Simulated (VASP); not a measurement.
# C (a cell with a defect) in VASP: a series of runs, part 2 of 3

VASP 6.6.1. The steps go on from the part before.

## Step 3: Single point, PBEsol

INCAR reads:

```
SYSTEM = C
PREC     = Accurate       ! precision mode
ENCUT    = 520            ! plane-wave cutoff, eV
EDIFF    = 1E-6           ! SCF threshold, eV
ISMEAR   = 0              ! smearing method
SIGMA    = 0.05           ! smearing width, eV
LREAL    = Auto         
LASPH    = .TRUE.         ! aspherical terms in the spheres
NELM     = 60             ! most SCF steps
ALGO     = Normal         ! electronic algorithm
ISIF     = 2              ! what is computed and relaxed
LWAVE    = .FALSE.        ! write WAVECAR
LCHARG   = .FALSE.        ! write CHGCAR
GGA      = PS             ! functional
NBANDS   = 43             ! bands
```

KPOINTS reads:

```
regular mesh
0
G
  6 6 6
  0 0 0
```

POSCAR reads:

```
C
1.0
    0.0000000000      3.5537981836     -3.5537981836
   -3.5537981836      0.0000000000     -3.5537981836
   -3.5537981836      3.5537981836      0.0000000000
C
15
Direct
    0.2500000000      0.7500000000      0.2500000000
    0.7500000000      0.2500000000      0.2500000000
    0.2500000000      0.2500000000      0.2500000000
    0.7500000000      0.7500000000      0.7500000000
    0.2500000000      0.7500000000      0.7500000000
    0.7500000000      0.2500000000      0.7500000000
    0.2500000000      0.2500000000      0.7500000000
    0.8750000000      0.3750000000      0.3750000000
    0.3750000000      0.3750000000      0.3750000000
    0.9196852206      0.9196852206      0.2387545588
    0.3750000000      0.8750000000      0.3750000000
    0.8750000000      0.3750000000      0.8750000000
    0.3750000000      0.3750000000      0.8750000000
    0.8750000000      0.8750000000      0.8750000000
    0.3750000000      0.8750000000      0.8750000000
```

Potentials or basis: VASP PAW PBE potentials, release 64 (C).

On the command line:

```sh
cat potpaw_PBE.64/C/POTCAR > POTCAR
mpirun -np 1 vasp_std > vasp.out
```

OUTCAR:

```text
SYSTEM = C
   PREC = Accurate
   ENCUT = 520
   EDIFF = 1E-6
   ISMEAR = 0
   LREAL = Auto
   LASPH = .TRUE.
   NELM = 60
   ISIF = 2
   GGA = PS

 ion  position               nearest neighbor table
   1  0.250  0.750  0.250-  10 1.45  11 1.54   9 1.54  15 1.54
   2  0.750  0.250  0.250-  10 1.45   8 1.54   9 1.54  12 1.54
   3  0.250  0.250  0.250-   9 1.54   8 1.54  11 1.54  13 1.54
   4  0.750  0.750  0.750-  14 1.54  12 1.54  15 1.54
   5  0.250  0.750  0.750-  15 1.54  13 1.54  14 1.54  11 1.54
   6  0.750  0.250  0.750-  12 1.54   8 1.54  13 1.54  14 1.54
   7  0.250  0.250  0.750-  13 1.54  12 1.54   9 1.54  15 1.54
   8  0.875  0.375  0.375-   2 1.54   3 1.54   6 1.54
   9  0.375  0.375  0.375-   3 1.54   2 1.54   1 1.54   7 1.54
  10  0.920  0.920  0.239-   1 1.45   2 1.45
  11  0.375  0.875  0.375-   1 1.54   3 1.54   5 1.54
  12  0.875  0.375  0.875-   6 1.54   4 1.54   2 1.54   7 1.54
  13  0.375  0.375  0.875-   7 1.54   5 1.54   6 1.54   3 1.54
  14  0.875  0.875  0.875-   4 1.54   5 1.54   6 1.54
  15  0.375  0.875  0.875-   5 1.54   4 1.54   1 1.54   7 1.54

  LATTYP: Found a face centered cubic cell.
[... 1303 lines left out ...]
  Direction    XX          YY          ZZ          XY          YZ          ZX
  --------------------------------------------------------------------------------------
  -------------------------------------------------------------------------------------
  Total       -5.0096304     -5.0096304      7.4772959      3.7986678      4.0838317     -4.0838305
  in kB      -89.4145079    -89.4145079    133.4586942     67.8006133     72.8903666    -72.8903454
  external PRESSURE =     -15.1234405 kB  Pullay stress =       0.0000000 kB

 VOLUME and BASIS-vectors are now :
 -----------------------------------------------------------------------------
  energy-cutoff  :      520.00
  volume of cell :       89.77
      direct lattice vectors                 reciprocal lattice vectors
     0.000000000  3.553798184 -3.553798184     0.140694540  0.140694540 -0.140694540
    -3.553798184  0.000000000 -3.553798184    -0.140694540 -0.140694540 -0.140694540
    -3.553798184  3.553798184  0.000000000    -0.140694540  0.140694540  0.140694540

 POSITION                                       TOTAL-FORCE (eV/Angst)
 -----------------------------------------------------------------------------------
     -3.55380      1.77690     -3.55380         1.708626      0.229547     -1.943101
     -1.77690      3.55380     -3.55380        -0.229547     -1.708626     -1.943101
     -1.77690      1.77690     -1.77690         0.021713     -0.021713     -0.957918
     -5.33070      5.33070     -5.33070        -1.048990      1.048990      1.134129
     -5.33070      3.55380     -3.55380         0.688087      0.318409     -0.569540
     -3.55380      5.33070     -3.55380        -0.318409     -0.688087     -0.569540
     -3.55380      3.55380     -1.77690        -0.018298      0.018298     -0.201025
     -2.66535      4.44225     -4.44225         1.553925      1.494570      2.671285
     -2.66535      2.66535     -2.66535         0.108015     -0.108015      0.624326
     -4.11686      4.11686     -6.53675        -3.951178      3.951178      5.544649
     -4.44225      2.66535     -4.44225        -1.494570     -1.553925      2.671285
     -4.44225      6.21915     -4.44225        -0.285307     -2.217250     -2.012257
     -4.44225      4.44225     -2.66535        -0.044425      0.044425      0.060407
     -6.21915      6.21915     -6.21915         1.093107     -1.093107     -2.497343
     -6.21915      4.44225     -4.44225         2.217250      0.285307     -2.012257
 -----------------------------------------------------------------------------------
    total drift:                               -0.002551      0.002551     -0.000382

  FREE ENERGIE OF THE ION-ELECTRON SYSTEM (eV)
  ---------------------------------------------------
  free  energy   TOTEN  =      -135.2432757352 eV

  energy  without entropy=     -135.2396093949  energy(sigma->0) =     -135.24144257
```

OSZICAR:

```text
N       E                     dE             d eps       ncg     rms          rms(c)
DAV:   1     0.160839379998E+03    0.16084E+03   -0.31916E+04  5848   0.136E+03
DAV:   2    -0.126305164689E+03   -0.28714E+03   -0.27387E+03  7242   0.262E+02
DAV:   3    -0.139500163771E+03   -0.13195E+02   -0.13052E+02  7528   0.525E+01
DAV:   4    -0.139681672760E+03   -0.18151E+00   -0.18100E+00  7680   0.647E+00
DAV:   5    -0.139684962062E+03   -0.32893E-02   -0.32866E-02  7485   0.851E-01    0.148E+01
DAV:   6    -0.136272387385E+03    0.34126E+01   -0.31459E+00  7056   0.782E+00    0.855E+00
DAV:   7    -0.135250390757E+03    0.10220E+01   -0.23613E+00  7053   0.686E+00    0.235E+00
DAV:   8    -0.135243262290E+03    0.71285E-02   -0.11889E-01  7255   0.167E+00    0.950E-01
DAV:   9    -0.135243518889E+03   -0.25660E-03   -0.16598E-02  7645   0.616E-01    0.300E-01
DAV:  10    -0.135243276164E+03    0.24272E-03   -0.20404E-03  7159   0.214E-01    0.951E-02
DAV:  11    -0.135243267667E+03    0.84972E-05   -0.40083E-04  7309   0.951E-02    0.215E-02
DAV:  12    -0.135243272821E+03   -0.51539E-05   -0.34393E-05  7160   0.299E-02    0.139E-02
DAV:  13    -0.135243275636E+03   -0.28153E-05   -0.39214E-06  7040   0.103E-02    0.451E-03
DAV:  14    -0.135243275735E+03   -0.98853E-07   -0.57536E-07  4416   0.434E-03
   1 F= -.13524328E+03 E0= -.13524144E+03  d E =-.366634E-02
```

Run time: 8.8 min. Hardware: 1 thread of Intel Xeon Platinum 8488C (Sapphire Rapids), shared host; peak memory 0.32 GiB.

What came out:

| Property | Result |
| --- | --- |
| Free energy | -135.2433 eV |
| Pressure | -1.5 GPa |
| Largest force | 7.872 eV/Å |
| Band gap on the k mesh | zero (bands 30 and 31 overlap by 1.28 eV) |

Forces in eV/Å, atoms in the order of the input:
```
C    1.709  0.230 -1.943
C   -0.230 -1.709 -1.943
C    0.022 -0.022 -0.958
C   -1.049  1.049  1.134
C    0.688  0.318 -0.570
C   -0.318 -0.688 -0.570
C   -0.018  0.018 -0.201
C    1.554  1.495  2.671
C    0.108 -0.108  0.624
C   -3.951  3.951  5.545
C   -1.495 -1.554  2.671
C   -0.285 -2.217 -2.012
C   -0.044  0.044  0.060
C    1.093 -1.093 -2.497
C    2.217  0.285 -2.012
```

Caveat: the cell differs from its parent crystal (atoms taken out, atom 10 moved 0.125 of the way to it and -0.525 Å across, host rigid); the PAW data sets were made with another functional, which shifts forces and pressure a little.

## Step 4: Single point, PBEsol

INCAR reads:

```
SYSTEM = C
PREC = Accurate ; ENCUT = 520
EDIFF = 1E-6 ; ISMEAR = 0
SIGMA = 0.05 ; LREAL = Auto
LASPH = .True. ; NELM = 80
ALGO = Normal ; ISIF = 2
LWAVE = .False. ; LCHARG = .False.
GGA = PS ; NBANDS = 43
```

KPOINTS reads:

```
Automatic mesh
0
Gamma
  6 6 6
  0 0 0
```

POSCAR, as its differences from that of step 3:

```diff
@@ -17,3 +17,3 @@
     0.3750000000      0.3750000000      0.3750000000
-    0.9196852206      0.9196852206      0.2387545588
+    0.8929136275      0.8929136275      0.1516727450
     0.3750000000      0.8750000000      0.3750000000
```

Potentials or basis: VASP PAW PBE potentials, release 64 (C).

On the command line:

```sh
cat potpaw_PBE.64/C/POTCAR > POTCAR
mpirun -np 1 vasp_std > vasp.out
```

OUTCAR:

```text
SYSTEM = C
   PREC = Accurate
   ENCUT = 520
   EDIFF = 1E-6
   ISMEAR = 0
   LREAL = Auto
   LASPH = .True.
   NELM = 80
   ISIF = 2
   GGA = PS

 ion  position               nearest neighbor table
   1  0.250  0.750  0.250-  11 1.54   9 1.54  15 1.54  10 1.80
   2  0.750  0.250  0.250-   8 1.54   9 1.54  12 1.54  10 1.80
   3  0.250  0.250  0.250-   9 1.54   8 1.54  11 1.54  13 1.54
   4  0.750  0.750  0.750-  14 1.54  12 1.54  15 1.54
   5  0.250  0.750  0.750-  15 1.54  13 1.54  14 1.54  11 1.54
   6  0.750  0.250  0.750-  12 1.54   8 1.54  13 1.54  14 1.54
   7  0.250  0.250  0.750-  13 1.54  12 1.54   9 1.54  15 1.54
   8  0.875  0.375  0.375-   2 1.54   3 1.54   6 1.54
   9  0.375  0.375  0.375-   3 1.54   2 1.54   1 1.54   7 1.54
  10  0.893  0.893  0.152-  14 1.49   2 1.80   1 1.80
  11  0.375  0.875  0.375-   1 1.54   3 1.54   5 1.54
  12  0.875  0.375  0.875-   6 1.54   4 1.54   2 1.54   7 1.54
  13  0.375  0.375  0.875-   7 1.54   5 1.54   6 1.54   3 1.54
  14  0.875  0.875  0.875-  10 1.49   4 1.54   6 1.54   5 1.54
  15  0.375  0.875  0.875-   5 1.54   4 1.54   1 1.54   7 1.54

  LATTYP: Found a face centered cubic cell.
 ALAT       =     7.1075963672

  Lattice vectors:

 A1 = (   0.0000000000,   3.5537981836,  -3.5537981836)
 A2 = (  -3.5537981836,   0.0000000000,  -3.5537981836)
 A3 = (  -3.5537981836,   3.5537981836,   0.0000000000)

Analysis of symmetry for initial positions (statically):
=====================================================================
 Subroutine PRICEL returns:
 Original cell was already a primitive cell.

 Routine SETGRP: Setting up the symmetry group for a
 face centered cubic supercell.

 Subroutine GETGRP returns: Found  2 space group operations
 (whereof  2 operations were pure point group operations)
 out of a pool of 48 trial point group operations.

The static configuration has the point symmetry C_1h.

Analysis of symmetry for dynamics (positions and initial velocities):
[... 174 lines left out ...]
   NGX = 19   NGY = 19   NGZ = 19

 number of electron      59.9999993 magnetization

 Free energy of the ion-electron system (eV)
  ---------------------------------------------------
  ext. energy  EPLUGINS =         0.00000000
  ---------------------------------------------------
  free energy    TOTEN  =      -132.42063664 eV

  energy without entropy =     -132.41805923  energy(sigma->0) =     -132.41934793

 E-fermi :   9.5194     XC(G=0): -13.2038

 val. band max:        9.5132349869   @ k =  -0.3333   0.3333   0.1667
 cond. band min:       9.5563682657   @ k =   0.1667   0.5000  -0.1667
 fundamental gap:      0.0431332788
 Fermi energy:         9.5194075048

 k-point     1 :       0.0000    0.0000    0.0000
  band No.  band energies     occupation
      1     -12.4133      2.00000
      2      -7.3749      2.00000
      3      -6.8987      2.00000
      4      -6.4394      2.00000
      5      -5.7918      2.00000
      6      -4.9550      2.00000
[... 1069 lines left out ...]
     41      17.7873      0.00000
     42      18.2632      0.00000

 [... further k-points ...]

 [bands above 42 left out]

------------------------ aborting loop because EDIFF is reached ----------------------------------------

  FORCE on cell =-STRESS in cart. coord.  units (eV):
  Direction    XX          YY          ZZ          XY          YZ          ZX
  --------------------------------------------------------------------------------------
  -------------------------------------------------------------------------------------
  Total       -2.7096740     -2.7096740      1.7740691      5.6642013     10.5422173    -10.5422183
  in kB      -48.3636803    -48.3636803     31.6645140    101.0976318    188.1630176   -188.1630354
  external PRESSURE =     -21.6876155 kB  Pullay stress =       0.0000000 kB

 VOLUME and BASIS-vectors are now :
 -----------------------------------------------------------------------------
  energy-cutoff  :      520.00
  volume of cell :       89.77
      direct lattice vectors                 reciprocal lattice vectors
     0.000000000  3.553798184 -3.553798184     0.140694540  0.140694540 -0.140694540
    -3.553798184  0.000000000 -3.553798184    -0.140694540 -0.140694540 -0.140694540
    -3.553798184  3.553798184  0.000000000    -0.140694540  0.140694540  0.140694540

 POSITION                                       TOTAL-FORCE (eV/Angst)
 -----------------------------------------------------------------------------------
     -3.55380      1.77690     -3.55380         2.372583     -0.071358     -0.457297
     -1.77690      3.55380     -3.55380         0.071358     -2.372583     -0.457297
     -1.77690      1.77690     -1.77690        -0.137284      0.137284     -0.522548
     -5.33070      5.33070     -5.33070        -2.268466      2.268466      2.086201
     -5.33070      3.55380     -3.55380         2.499489     -0.056822     -1.961942
     -3.55380      5.33070     -3.55380         0.056822     -2.499489     -1.961942
     -3.55380      3.55380     -1.77690        -0.063577      0.063577     -0.169984
     -2.66535      4.44225     -4.44225         2.098435      1.985301      2.143784
     -2.66535      2.66535     -2.66535         0.293833     -0.293833      0.187569
     -3.71225      3.71225     -6.34647        -5.271230      5.271230      5.660051
     -4.44225      2.66535     -4.44225        -1.985301     -2.098435      2.143784
     -4.44225      6.21915     -4.44225        -0.206398     -1.710119     -2.055321
     -4.44225      4.44225     -2.66535        -0.119285      0.119285      0.348083
     -6.21915      6.21915     -6.21915         0.948901     -0.948901     -2.927819
     -6.21915      4.44225     -4.44225         1.710119      0.206398     -2.055321
 -----------------------------------------------------------------------------------
    total drift:                                0.002111     -0.002111      0.000030

  FREE ENERGIE OF THE ION-ELECTRON SYSTEM (eV)
  ---------------------------------------------------
  free  energy   TOTEN  =      -132.4206366426 eV

  energy  without entropy=     -132.4180592252  energy(sigma->0) =     -132.41934793
```

OSZICAR:

```text
N       E                     dE             d eps       ncg     rms          rms(c)
DAV:   1     0.159835323151E+03    0.15984E+03   -0.31795E+04  5848   0.136E+03
DAV:   2    -0.123188796236E+03   -0.28302E+03   -0.26931E+03  7244   0.261E+02
DAV:   3    -0.136582924450E+03   -0.13394E+02   -0.13239E+02  7480   0.526E+01
DAV:   4    -0.136789333379E+03   -0.20641E+00   -0.20573E+00  7680   0.673E+00
DAV:   5    -0.136793369282E+03   -0.40359E-02   -0.40329E-02  7536   0.905E-01    0.146E+01
DAV:   6    -0.133408300539E+03    0.33851E+01   -0.45188E+00  7469   0.923E+00    0.841E+00
DAV:   7    -0.132558437772E+03    0.84986E+00   -0.24602E+00  7256   0.650E+00    0.401E+00
DAV:   8    -0.132420484032E+03    0.13795E+00   -0.52950E-01  7325   0.319E+00    0.142E+00
DAV:   9    -0.132421426607E+03   -0.94258E-03   -0.59100E-02  7248   0.117E+00    0.525E-01
DAV:  10    -0.132420764628E+03    0.66198E-03   -0.73278E-03  7338   0.399E-01    0.217E-01
DAV:  11    -0.132420638908E+03    0.12572E-03   -0.14658E-03  7232   0.173E-01    0.480E-02
DAV:  12    -0.132420632006E+03    0.69027E-05   -0.19903E-04  7440   0.617E-02    0.185E-02
DAV:  13    -0.132420635701E+03   -0.36954E-05   -0.18851E-05  7328   0.213E-02    0.103E-02
DAV:  14    -0.132420636710E+03   -0.10093E-05   -0.17498E-06  4768   0.743E-03    0.274E-03
DAV:  15    -0.132420636643E+03    0.67760E-07   -0.38602E-07  4008   0.346E-03
   1 F= -.13242064E+03 E0= -.13241935E+03  d E =-.257742E-02
```

It took 9.6 min on 1 thread of Intel Xeon Platinum 8488C (Sapphire Rapids), shared host; peak memory 0.31 GiB.

What came out:

```yaml
Free_energy: -132.4206 eV
Pressure: -2.2 GPa
Largest_force: 9.360 eV/Å
Band_gap_on_the_k_mesh: zero (bands 30 and 31 overlap by 1.12 eV)
```

Forces on the atoms (eV/Å):
```
C    2.373 -0.071 -0.457
C    0.071 -2.373 -0.457
C   -0.137  0.137 -0.523
C   -2.268  2.268  2.086
C    2.499 -0.057 -1.962
C    0.057 -2.499 -1.962
C   -0.064  0.064 -0.170
C    2.098  1.985  2.144
C    0.294 -0.294  0.188
C   -5.271  5.271  5.660
C   -1.985 -2.098  2.144
C   -0.206 -1.710 -2.055
C   -0.119  0.119  0.348
C    0.949 -0.949 -2.928
C    1.710  0.206 -2.055
```

Caveat: the cell differs from its parent crystal (atoms taken out, atom 10 moved 0.500 of the way to it and -0.700 Å across, host rigid); the PAW data sets were made with another functional, which shifts forces and pressure a little.

(Part 2 of 3 ends here.)
